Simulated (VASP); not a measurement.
# Ge (Imma) in VASP: notebook

Ge is run at these levels: PBE+D3(BJ), PBE; tasks: single point.

All numbers are computed with VASP 6.6.1; they aren't measurements. Logs are shortened: lines on timing, memory, paths and dates and some standing lists are left out, and cuts for length are marked.

### Step 1. The cell of the first run

Symmetry: Imma, No. 74, orthorhombic system. Conventional cell: a = 4.992 Å, b = 5.302 Å, c = 2.874 Å, α = 90.00°, β = 90.00°, γ = 90.00°. Within 3.5 Å of Ge (site symmetry mm2) lie 8 Ge at 2.68 to 3.08 Å.

### Step 2. Single point, PBE+D3(BJ)

The input, INCAR:

```
SYSTEM = Ge
PREC = Accurate
ENCUT = 500
EDIFF = 1E-6
ISMEAR = 0
SIGMA = 0.1
LREAL = .False.
LASPH = .True.
NELM = 120
ALGO = Normal
ISIF = 2
LWAVE = .False.
LCHARG = .True.
GGA = PE
IVDW = 12
LELF = .True.
LVHAR = .True.
ISYM = 0
NBANDS = 21
GGA_COMPAT = .False.
```

The input, KPOINTS:

```
Automatic mesh
0
Gamma
  3 5 6
  0 0 0
```

The input, POSCAR:

```
Ge
1.0
   -2.4958980000      2.6508630000      1.4369470000
    2.4958980000     -2.6508630000      1.4369470000
    2.4958980000      2.6508630000     -1.4369470000
Ge
2
Direct
    0.1859430000      0.9359430000      0.2500000000
    0.8140570000      0.0640570000      0.7500000000
```

Potentials or basis: VASP PAW PBE potentials, release 64 (Ge_d).

Launch:

```bash
cat potpaw_PBE.64/Ge_d/POTCAR > POTCAR
mpirun -np 1 vasp_std > vasp.out
```

OUTCAR:

```text
SYSTEM = Ge
   PREC = Accurate
   ENCUT = 500
   EDIFF = 1E-6
   ISMEAR = 0
   LREAL = .False.
   LASPH = .True.
   NELM = 120
   ISIF = 2
   GGA = PE
   IVDW = 12
   ISYM = 0
 IVDW          = 12

 ion  position               nearest neighbor table
   1  0.186  0.936  0.250-   2 2.68   2 2.68   2 2.72   2 2.72
   2  0.814  0.064  0.750-   1 2.68   1 2.68   1 2.72   1 2.72

IMPORTANT INFORMATION: All symmetrisations will be switched off!
NOSYMM: (Re-)initialisation of all symmetry stuff for point group C_1.

----------------------------------------------------------------------------------------

                                     Primitive cell

  volume of cell :      38.0290

  direct lattice vectors                    reciprocal lattice vectors
    -2.495898000  2.650863000  1.436947000     0.000000000  0.188617820  0.347959946
     2.495898000 -2.650863000  1.436947000     0.200328699  0.000000000  0.347959946
     2.495898000  2.650863000 -1.436947000     0.200328699  0.188617820  0.000000000

  length of vectors
     3.914255760  3.914255760  3.914255760     0.395793893  0.401506801  0.275151358

  position of ions in fractional coordinates (direct lattice)
     0.185943000  0.935943000  0.250000000
     0.814057000  0.064057000  0.750000000

  ion indices of the primitive-cell ions
   primitive index   ion index
                 1           1
                 2           2

----------------------------------------------------------------------------------------

 KPOINTS: Automatic mesh

Automatic generation of k-mesh.
 Grid dimensions read from file:
 generate k-points for:    3    5    6

 Generating k-lattice:

  Cartesian coordinates                     Fractional coordinates (reciprocal lattice)
     0.000000000  0.062872607  0.115986649     0.333333333  0.000000000  0.000000000
     0.040065740  0.000000000  0.069591989     0.000000000  0.200000000  0.000000000
     0.033388117  0.031436303  0.000000000     0.000000000  0.000000000  0.166666667

  Length of vectors
     0.131931298  0.080301360  0.045858560

  Shift w.r.t. Gamma in fractional coordinates (k-lattice)
     0.000000000  0.000000000  0.000000000

 -----------------------------------------------------------------------------
|                                                                             |
|           W    W    AA    RRRRR   N    N  II  N    N   GGGG   !!!           |
|           W    W   A  A   R    R  NN   N  II  NN   N  G    G  !!!           |
|           W    W  A    A  R    R  N N  N  II  N N  N  G       !!!           |
|           W WW W  AAAAAA  RRRRR   N  N N  II  N  N N  G  GGG   !            |
|           WW  WW  A    A  R   R   N   NN  II  N   NN  G    G                |
|           W    W  A    A  R    R  N    N  II  N    N   GGGG   !!!           |
|                                                                             |
|     Your reciprocal lattice and k-lattice belong to different lattice       |
|     classes:                                                                |
|                                                                             |
|        The reciprocal lattice is face-centered orthorhombic,                |
|        whereas your k-lattice is triclinic.                                 |
|                                                                             |
|     Results are often still useful ...                                      |
|                                                                             |
 -----------------------------------------------------------------------------

 WARNING: IBZKPT: internal override: KBLOWUP is changed to .FALSE.
      ... skipping the blow-up phase ...

 Subroutine IBZKPT returns following result:
 ===========================================

 Found     46 irreducible k-points:

 Following reciprocal coordinates:
            Coordinates               Weight
  0.000000  0.000000  0.000000      1.000000
  0.333333  0.000000 -0.000000      2.000000
  0.000000  0.200000 -0.000000      2.000000
  0.333333  0.200000  0.000000      2.000000
 -0.333333  0.200000 -0.000000      2.000000
  0.000000  0.400000 -0.000000      2.000000
[... 16 lines left out ...]
 -0.333333 -0.200000  0.166667      2.000000
  0.000000 -0.000000  0.333333      2.000000
 [... further k-points ...]
   k-points           NKPTS =     46   k-points in BZ     NKDIM =     46   number of bands    NBANDS=     21
   number of dos      NEDOS =    301   number of ions     NIONS =      2
   total plane-waves  NPLWV =  27000
   dimension x,y,z NGX =    30 NGY =   30 NGZ =   30
   dimension x,y,z NGXF=    60 NGYF=   60 NGZF=   60
   ions per type =               2
   NGX,Y,Z   is equivalent  to a cutoff of  12.74, 12.74, 12.74 a.u.
   NGXF,Y,Z  is equivalent  to a cutoff of  25.48, 25.48, 25.48 a.u.
 SYSTEM =  Ge
   PREC   = accura    normal or accurate (medium, high low for compatibility)
   ISTART =      0    job   : 0-new  1-cont  2-samecut
   ICHARG =      2    charge: 1-file 2-atom 10-const
   ISPIN  =      1    spin polarized calculation?
   LNONCOLLINEAR =      F non collinear calculations
   LSORBIT =      F    spin-orbit coupling
   LASPH  =      T    aspherical Exc in radial PAW
   ENCUT  =  500.0 eV  36.75 Ry    6.06 a.u.   7.14  7.14  7.14*2*pi/ulx,y,z
   NELM   =    120;   NELMIN=  2; NELMDL= -5     # of ELM steps
   EDIFF  = 0.1E-05   stopping-criterion for ELM
   LREAL  =      F    real-space projection
   EDIFFG = 0.1E-04   stopping-criterion for IOM
   NSW    =      0    number of steps for IOM
   IBRION =     -1    ionic relax: 0-MD 1-quasi-New 2-CG
   NFREE  =      0    steps in history (QN), initial steepest desc. (CG)
   ISIF   =      2    stress and relaxation
   ISYM   =      0    0-nonsym 1-usesym 2-fastsym
   POTIM  = 0.5000    time-step for ionic-motion
   TEBEG  =    0.0;   TEEND  =   0.0 temperature during run
   PSTRESS=    0.0 pullay stress
   NELECT =      28.0000    total number of electrons
   NUPDOWN=      -1.0000    fix difference up-down
   EMIN   =  10.00;   EMAX   =-10.00  energy-range for DOS
   EFERMI =   0.00;   METHOD = LEGACY
   ISMEAR =     0;   SIGMA  =   0.10  broadening in eV -4-tet -1-fermi 0-gaus
   EFERMI_NEDOS =   21; number of points for ismear=-14 and -15
   IALGO  =     38    algorithm
   IMIX   =      4    mixing-type and parameters
     AMIX     =   0.40;   BMIX     =  1.00
     AMIX_MAG =   1.60;   BMIX_MAG =  1.00
  volume/ion in A,a.u.               =      19.01       128.32
  Fermi-wavevector in a.u.,A,eV,Ry     =   1.478277  2.793539 29.732860  2.185304
  Thomas-Fermi vector in A             =   2.592578
   LORBIT       =      0    0 simple, 1 ext, 2 COOP (PROOUT), +10 PAW based schemes
   GGA     = PE    functional components
   LHFCALC =     F    Hartree Fock is set to
   AEXX    =    0.0000 exact exchange contribution
   IVDW    =    12    specifies the selected vdW correction
   LEPSILON=     F    determine dielectric tensor
   LRPA    =     F    only Hartree local field effects (RPA)
 non-spin polarized calculation
 Gauss-broadening in eV      SIGMA  =   0.10
  energy-cutoff  :      500.00
  volume of cell :       38.03
 maximum number of plane-waves:       977
 NGX is ok and might be reduce to    30
   NGX = 15   NGY = 15   NGZ = 15

 number of electron      28.0000014 magnetization

 Free energy of the ion-electron system (eV)
  ---------------------------------------------------
  ext. energy  EPLUGINS =         0.00000000
  ---------------------------------------------------
  free energy    TOTEN  =        -8.54265981 eV

  energy without entropy =       -8.53675405  energy(sigma->0) =       -8.53970693

 E-fermi :   6.3988     XC(G=0): -11.1925

 val. band max:        6.3952452229   @ k =   0.3333   0.4000   0.1667
 cond. band min:       6.4290165571   @ k =   0.3333  -0.4000   0.1667
 fundamental gap:      0.0337713342
 Fermi energy:         6.3987734561

 k-point     1 :       0.0000    0.0000    0.0000
  band No.  band energies     occupation
      1     -18.2360      2.00000
      2     -18.1570      2.00000
      3     -18.1560      2.00000
      4     -18.1558      2.00000
      5     -18.1205      2.00000
      6     -18.0817      2.00000
[... 13 lines left out ...]
     20      17.2414      0.00000
     21      19.1752      0.00000

 k-point     2 :       0.3333    0.0000   -0.0000
  band No.  band energies     occupation
      1     -18.1729      2.00000
      2     -18.1329      2.00000
      3     -18.1115      2.00000
      4     -18.1086      2.00000
      5     -18.0832      2.00000
      6     -18.0786      2.00000
[... 13 lines left out ...]
     20      14.3301      0.00000
     21      19.9694      0.00000

 k-point     3 :       0.0000    0.2000   -0.0000
  band No.  band energies     occupation
      1     -18.2206      2.00000
      2     -18.1440      2.00000
      3     -18.1417      2.00000
      4     -18.1326      2.00000
      5     -18.0970      2.00000
      6     -18.0839      2.00000
[... 13 lines left out ...]
     20      15.6843      0.00000
     21      16.4177      0.00000

 k-point     4 :       0.3333    0.2000    0.0000
  band No.  band energies     occupation
      1     -18.1765      2.00000
      2     -18.1443      2.00000
      3     -18.1283      2.00000
      4     -18.0939      2.00000
      5     -18.0875      2.00000
      6     -18.0679      2.00000
[... 13 lines left out ...]
     20      17.9936      0.00000
     21      18.5130      0.00000

 k-point     5 :      -0.3333    0.2000   -0.0000
  band No.  band energies     occupation
      1     -18.1833      2.00000
      2     -18.1538      2.00000
      3     -18.1484      2.00000
      4     -18.1207      2.00000
      5     -18.1018      2.00000
      6     -18.0664      2.00000
[... 13 lines left out ...]
     20      18.1882      0.00000
     21      18.6773      0.00000

 k-point     6 :       0.0000    0.4000   -0.0000
  band No.  band energies     occupation
      1     -18.2157      2.00000
      2     -18.1579      2.00000
      3     -18.1459      2.00000
      4     -18.1274      2.00000
      5     -18.0911      2.00000
      6     -18.0553      2.00000
[... 13 lines left out ...]
     20      16.7494      0.00000
     21      17.4880      0.00000

 k-point     7 :       0.3333    0.4000   -0.0000
  band No.  band energies     occupation
      1     -18.1691      2.00000
      2     -18.1593      2.00000
      3     -18.1354      2.00000
      4     -18.0913      2.00000
      5     -18.0829      2.00000
      6     -18.0586      2.00000
[... 13 lines left out ...]
     20      18.6286      0.00000
     21      19.7995      0.00000
[... 291 lines left out ...]
      1     -18.1684      2.00000
      2     -18.1454      2.00000
      3     -18.1350      2.00000
      4     -18.1045      2.00000
      5     -18.0726      2.00000
      6     -18.0589      2.00000
[... 13 lines left out ...]
     20      19.0274      0.00000
     21      21.7612      0.00000

 k-point    21 :      -0.0000   -0.2000    0.1667
  band No.  band energies     occupation
      1     -18.2136      2.00000
      2     -18.1407      2.00000
      3     -18.1282      2.00000
      4     -18.1260      2.00000
      5     -18.1074      2.00000
      6     -18.0919      2.00000
[... 13 lines left out ...]
     20      15.2268      0.00000
     21      18.4550      0.00000

 k-point    22 :       0.3333   -0.2000    0.1667
  band No.  band energies     occupation
      1     -18.1588      2.00000
      2     -18.1476      2.00000
      3     -18.1327      2.00000
      4     -18.1208      2.00000
      5     -18.1018      2.00000
      6     -18.0669      2.00000
[... 13 lines left out ...]
     20      19.3651      0.00000
     21      19.7060      0.00000

 k-point    23 :      -0.3333   -0.2000    0.1667
  band No.  band energies     occupation
      1     -18.1740      2.00000
      2     -18.1258      2.00000
      3     -18.1193      2.00000
      4     -18.1179      2.00000
      5     -18.0987      2.00000
      6     -18.0715      2.00000
[... 13 lines left out ...]
     20      16.3822      0.00000
     21      21.6948      0.00000

 k-point    24 :       0.0000   -0.0000    0.3333
  band No.  band energies     occupation
      1     -18.1790      2.00000
      2     -18.1727      2.00000
      3     -18.1631      2.00000
      4     -18.1119      2.00000
      5     -18.0924      2.00000
      6     -18.0599      2.00000
[... 13 lines left out ...]
     20      17.5930      0.00000
     21      17.6658      0.00000

 [... further k-points ...]

------------------------ aborting loop because EDIFF is reached ----------------------------------------

 Edisp (eV)   -0.70026

 E8    (eV) :    -0.3108

  FORCE on cell =-STRESS in cart. coord.  units (eV):
  Direction    XX          YY          ZZ          XY          YZ          ZX
  --------------------------------------------------------------------------------------
  -------------------------------------------------------------------------------------
  Total      -0.41945    -0.46712    -0.82829     0.06166     0.69506    -0.85418
  in kB     -17.67172   -19.67999   -34.89634     2.59760    29.28297   -35.98698
  external pressure =      -24.08 kB  Pullay stress =        0.00 kB

 VOLUME and BASIS-vectors are now :
 -----------------------------------------------------------------------------
  energy-cutoff  :      500.00
  volume of cell :       38.03
      direct lattice vectors                 reciprocal lattice vectors
    -2.495898000  2.650863000  1.436947000     0.000000000  0.188617820  0.347959946
     2.495898000 -2.650863000  1.436947000     0.200328699  0.000000000  0.347959946
     2.495898000  2.650863000 -1.436947000     0.200328699  0.188617820  0.000000000

 POSITION                                       TOTAL-FORCE (eV/Angst)
 -----------------------------------------------------------------------------------
      2.49590     -1.32543      1.25285        -0.070894     -0.163009     -0.049204
      0.00000      3.97629      0.18409         0.070894      0.163009      0.049204
 -----------------------------------------------------------------------------------
    total drift:                                0.000023      0.000085      0.000103

  FREE ENERGIE OF THE ION-ELECTRON SYSTEM (eV)
  ---------------------------------------------------
  free  energy   TOTEN  =        -9.2429161995 eV

  energy  without entropy=       -9.2370104467  energy(sigma->0) =       -9.23996332
```

Run time: 21 s. Hardware: 1 thread of Intel Xeon Platinum 8488C (Sapphire Rapids), shared host; peak memory 0.18 GiB.

Results:

| Item | Value |
| --- | --- |
| Free energy | -9.2429 eV |
| Pressure | -2.4 GPa |
| Largest force | 0.184 eV/Å |
| Band gap on the k mesh | zero (band 14 reaches 8.39 eV, above the bottom of band 15 at 4.37 eV) |
| Dispersion energy per atom | -0.350 eV |

Forces on the atoms (eV/Å):
```
Ge  -0.071 -0.163 -0.049
Ge   0.071  0.163  0.049
```

Stress tensor (GPa, compression positive):
```
-1.77  0.26 -3.60
 0.26 -1.97  2.93
-3.60  2.93 -3.49
```

Levels at points of the mesh, in eV from the Fermi level:
| k point | band 11 | band 12 | band 13 | band 14 | band 15 | band 16 | band 17 | band 18 |
| --- | --- | --- | --- | --- | --- | --- | --- | --- |
| (0.00, 0.00, 0.00) | -12.97 | -3.69 | -2.22 | -1.77 | 3.60 | 7.08 | 7.31 | 8.03 |
| (0.00, 0.00, 0.50) | -10.23 | -10.21 | 0.78 | 0.79 | 2.41 | 2.43 | 6.89 | 6.90 |

Caveat: the k points lie up to 0.83 Å⁻¹ apart; pairwise dispersion overbinds metals, which lowers pressure and volume.

### Step 3. Single point, PBE

The input, INCAR:

```
PREC = Accurate
ENCUT = 500
EDIFF = 1E-6
ISMEAR = -1
SIGMA = 0.03
LREAL = F
LASPH = T
NELM = 120
ALGO = Normal
ISIF = 2
LWAVE = F
LCHARG = F
GGA = PE
NBANDS = 21
NELECT = 28.1
GGA_COMPAT = F
```

The input, KPOINTS:

```
Automatic mesh
0
Gamma
  6 6 6
```

POSCAR is that of step 2.

Potentials or basis: VASP PAW PBE potentials, release 64 (Ge_d).

Launch:

```bash
cat potpaw_PBE.64/Ge_d/POTCAR > POTCAR
mpirun -np 1 vasp_std > vasp.out
```

OUTCAR:

```text
PREC = Accurate
   ENCUT = 500
   EDIFF = 1E-6
   ISMEAR = -1
   LREAL = F
   LASPH = T
   NELM = 120
   ISIF = 2
   GGA = PE
   NELECT = 28.1

 ion  position               nearest neighbor table
   1  0.186  0.936  0.250-   2 2.68   2 2.68   2 2.72   2 2.72
   2  0.814  0.064  0.750-   1 2.68   1 2.68   1 2.72   1 2.72

  LATTYP: Found a body centered orthorhombic cell.
 ALAT       =     2.8738940000
 B/A-ratio  =     1.7369450648
 C/A-ratio  =     1.8447882907

  Lattice vectors:

[... 764 lines left out ...]

------------------------ aborting loop because EDIFF is reached ----------------------------------------

  FORCE on cell =-STRESS in cart. coord.  units (eV):
  Direction    XX          YY          ZZ          XY          YZ          ZX
  --------------------------------------------------------------------------------------
  -------------------------------------------------------------------------------------
  Total        1.2689066      2.3678823      0.9409197      0.0000000      0.0000000      0.0000000
  in kB       53.4595619     99.7598605     39.6413379      0.0000000      0.0000000      0.0000000
  external PRESSURE =      64.2869201 kB  Pullay stress =       0.0000000 kB

 VOLUME and BASIS-vectors are now :
 -----------------------------------------------------------------------------
  energy-cutoff  :      500.00
  volume of cell :       38.03
      direct lattice vectors                 reciprocal lattice vectors
    -2.495898000  2.650863000  1.436947000     0.000000000  0.188617820  0.347959946
     2.495898000 -2.650863000  1.436947000     0.200328699  0.000000000  0.347959946
     2.495898000  2.650863000 -1.436947000     0.200328699  0.188617820  0.000000000

 POSITION                                       TOTAL-FORCE (eV/Angst)
 -----------------------------------------------------------------------------------
      2.49590     -1.32543      1.25285         0.000000     -0.000000     -0.014927
      0.00000      3.97629      0.18409        -0.000000      0.000000      0.014927
 -----------------------------------------------------------------------------------
    total drift:                                0.000000      0.000000     -0.000000

  FREE ENERGIE OF THE ION-ELECTRON SYSTEM (eV)
  ---------------------------------------------------
  free  energy   TOTEN  =        -7.8859050195 eV

  energy  without entropy=       -7.8830541646  energy(sigma->0) =       -7.88447959
```

stdout:

```text
POSCAR found type information on POSCAR Ge
 POSCAR found :  1 types and       2 ions
 scaLAPACK will be used
 LDA part: xc-table for (Slater+PW92), standard interpolation
 POSCAR, INCAR and KPOINTS ok, starting setup
 FFT: planning ... GRIDC
 FFT: planning ... GRID_SOFT
 FFT: planning ... GRID
 WAVECAR not read
 entering main loop
 the old and the new charge density differ
 old charge density:    28.00000 new   28.10000
    0.203E+00
```

It took 22 s on 1 thread of Intel Xeon Platinum 8488C (Sapphire Rapids), shared host; peak memory 0.17 GiB.

What came out:

```yaml
Free_energy: -7.8859 eV
Largest_force: 0.015 eV/Å
```

Forces on the atoms (eV/Å):
```
Ge   0.000  0.000 -0.015
Ge   0.000  0.000  0.015
```

Caveat: the k points lie up to 0.42 Å⁻¹ apart; the cell carries a net charge on a neutralising background, which shifts energy and pressure; the cell is charged against a uniform background, so pressure and absolute levels hang on convention.
